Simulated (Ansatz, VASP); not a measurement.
# C: VASP beside Ansatz

```
CELL_PARAMETERS angstrom
3.61539 0.00000 0.00000
-1.80769 3.13102 0.00000
0.00000 0.00000 1.28391
ATOMIC_POSITIONS crystal
C 0.00000 0.00000 0.00000
```

Alike in both runs: functional PBE; k mesh 9 × 9 × 20; occupations gaussian, width 0.02 eV; no spin polarisation.

Ansatz relaxed the structure, and its values are those at the end. VASP's run is a single point on that final structure, the one shown.

```csv
,VASP,Ansatz
version,VASP 6.6.1,Ansatz 0.2.0
potentials or method,"VASP PAW PBE potentials, release 64 (C), cutoff 600 eV","scalar-relativistic, plane waves, PAW"
valence electrons in the cell,4,4
```

|  | VASP | Ansatz | Ansatz less VASP |
| --- | --- | --- | --- |
| gap on the k mesh at the Fermi level (eV) | none | none | - |
| pressure (GPa) | -0.4 | 0.0 | +0.36 |

A gap of «none» marks a metal or a gap that the smearing closes. With one functional, cell and mesh, what is left measures potentials, basis and numerics.
